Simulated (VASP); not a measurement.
A run of VASP 6.6.1 is set up as follows.

The input INCAR:

```
ALGO = Normal
EDIFF = 1E-6
ENCUT = 520
GGA = PE
ISIF = 2
ISMEAR = -1
LASPH = T
LCHARG = F
LREAL = F
LWAVE = F
NBANDS = 16
NELM = 80
PREC = Accurate
SIGMA = 0.05
```

Contents of KPOINTS:

```
k-points
0
Gamma
  9 9 9
```

The input POSCAR:

```
ZnS
1.0
    0.0000000000      2.7214802289      2.7214802289
    2.7214802289      0.0000000000      2.7214802289
    2.7214802289      2.7214802289      0.0000000000
Zn S
1 1
Direct
    0.7500000000      0.7500000000      0.7500000000
    0.0000000000      0.0000000000      0.0000000000
```

Potentials or basis: VASP PAW PBE potentials, release 64 (Zn, S).

Launch:

```bash
$ cat potpaw_PBE.64/Zn/POTCAR potpaw_PBE.64/S/POTCAR > POTCAR
$ mpirun -np 1 vasp_std > vasp.out
```

**Question.** What does it give for the pressure?

**Answer.** 0.2 GPa.

**Question.** Estimate the band gap on the k mesh.

**Answer.** 2.02 eV, direct.

**What was measured.**

“Electronic, vibrational, and thermodynamic properties of ZnS (zincblende and rocksalt structure)”, 2009, arxiv:0911.5022 quotes, for a bulk crystal of ZnS at 19 K: band gap 3.85 eV (direct).

Measured gap of ZnS: 3.85 eV (direct; 19 K; quoted in “Electronic, vibrational, and thermodynamic properties of ZnS (zincblende and rocksalt structure)”, 2009, arxiv:0911.5022). This calculation gives 2.02 eV (-1.83 eV). The value is that of PBE, without temperature or zero-point motion. Semilocal functionals fall short of measured gaps as a rule.
